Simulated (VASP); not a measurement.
Set up this calculation in VASP 6.6.1, as the native input.

```yaml
Task: single point
Functional: r2SCAN
Potentials_or_basis: VASP PAW PBE potentials, release 64 (Zn)
Cutoff: 550 eV
k_mesh: 19 × 19 × 19
Occupations: fermi-dirac, width 0.1 eV
Spin: no spin polarisation
Dipole_correction: no
Further_INCAR_settings: ALGO = Normal; EDIFF = 1e-06; NBANDS = 12
```

Crystal: Zn.

```
CELL_PARAMETERS angstrom
-1.53459 1.53459 1.53459
1.53459 -1.53459 1.53459
1.53459 1.53459 -1.53459
ATOMIC_POSITIONS crystal
Zn 0.00000 0.00000 0.00000
```

This isn't the form of Zn at room conditions, which is hcp.

One way to write it, as run:

POSCAR

```
Zn
1.0
   -1.5345877876      1.5345877876      1.5345877876
    1.5345877876     -1.5345877876      1.5345877876
    1.5345877876      1.5345877876     -1.5345877876
Zn
1
Direct
    0.0000000000      0.0000000000      0.0000000000
```

INCAR.step1

```
PREC = Accurate
ENCUT = 550
ISMEAR = -1
SIGMA = 0.1
LREAL = F
LASPH = T
NELM = 120
NBANDS = 12
GGA = PE
ALGO = Normal
EDIFF = 1E-5
LWAVE = T
LCHARG = F
GGA_COMPAT = F
```

INCAR.step2

```
PREC = Accurate
ENCUT = 550
EDIFF = 1E-6
ISMEAR = -1
SIGMA = 0.1
LREAL = F
LASPH = T
NELM = 120
ALGO = Normal
ISIF = 2
LWAVE = F
LCHARG = F
METAGGA = R2SCAN
LMIXTAU = T
NBANDS = 12
ISTART = 1
GGA_COMPAT = F
```

KPOINTS

```
regular mesh
0
Gamma
  19 19 19
```

Potentials or basis: VASP PAW PBE potentials, release 64 (Zn).

Command:

```sh
$ cat potpaw_PBE.64/Zn/POTCAR > POTCAR
$ cp INCAR.step1 INCAR
$ mpirun -np 1 vasp_std > vasp.out
$ cp INCAR.step2 INCAR
$ mpirun -np 1 vasp_std > vasp.out
```

Results of the run:

| Item | Value |
| --- | --- |
| Pressure | 0.4 GPa |
| Band gap on the k mesh | zero (bands 6 and 7 overlap by 4.86 eV) |

Caveat: the PAW data sets were made with another functional, which shifts forces and pressure a little.

Wall time 69 s on 1 thread of Intel(R) Xeon(R) Platinum 8559C (Emerald Rapids) (shared host), peak memory 0.15 GiB.
